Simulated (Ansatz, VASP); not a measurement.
Zn in VASP and in Ansatz

Contents of INCAR:

```
PREC = Accurate ; ENCUT = 520
EDIFF = 1E-7 ; ISMEAR = -1
SIGMA = 0.03 ; LREAL = F
LASPH = T ; NELM = 80
ALGO = Normal ; ISIF = 2
LWAVE = F ; LCHARG = F
GGA = PS ; NBANDS = 19
```

KPOINTS

```
Automatic mesh
0
Gamma
  16 16 8
```

File POSCAR:

```
Zn
1.0
    2.6647980532      0.0000000000      0.0000000000
   -1.3323990266      2.3077828100      0.0000000000
    0.0000000000      0.0000000000      4.9467000000
Zn
2
Direct
    0.3333333333      0.6666666667      0.2500000000
    0.6666666667      0.3333333333      0.7500000000
```

Input for Ansatz:

```yaml
crystal:
  lattice:
    - [2.6647980532, 0.0, 0.0]
    - [-1.3323990266, 2.30778281, 0.0]
    - [0.0, 0.0, 4.9467]
  atoms:
    - { symbol: Zn, position: [0.3333333333, 0.6666666667, 0.25] }
    - { symbol: Zn, position: [0.6666666667, 0.3333333333, 0.75] }
kpoints:
  mp_grid: { grid: [16, 16, 8] }
  band_path:
    path:
      - [0.0, 0.0, 0.0]
      - [0.5, 0.0, 0.0]
      - [0.3333333333, 0.3333333333, 0.0]
      - [0.0, 0.0, 0.0]
      - [0.0, 0.0, 0.5]
      - [0.5, 0.0, 0.5]
      - [0.3333333333, 0.3333333333, 0.5]
      - [0.0, 0.0, 0.5]
      - [0.5, 0.0, 0.5]
    npoints: 5
scf:
  occupations: { method: fermi_dirac, width: 0.03 }
hamiltonian:
  xc: pbesol
  pseudopotentials: { kind: all_electron, lapw: { basis_error: 0.00025 } }
output:
  forces: true
  stress: true
  eigenvalues: true
```

Alike in both runs: task single point; functional PBEsol; k mesh 16 × 16 × 8; occupations fermi-dirac, width 0.03 eV; no spin polarisation.

|  | VASP | Ansatz |
| --- | --- | --- |
| version | VASP 6.6.1 | Ansatz 0.2.0 |
| potentials or method | VASP PAW PBE potentials, release 64 (Zn), cutoff 520 eV | all-electron LAPW, scalar-relativistic |

|  | VASP | Ansatz | Ansatz less VASP |
| --- | --- | --- | --- |
| pressure (GPa) | -5.2 | -5.5 | -0.34 |
| traceless stress, the component that is largest in VASP (GPa) | 0.27 | 0.38 | +0.109 |

VASP's potentials were made for PBE, not for PBEsol. Ansatz ran all-electron here, and VASP with PAW potentials.
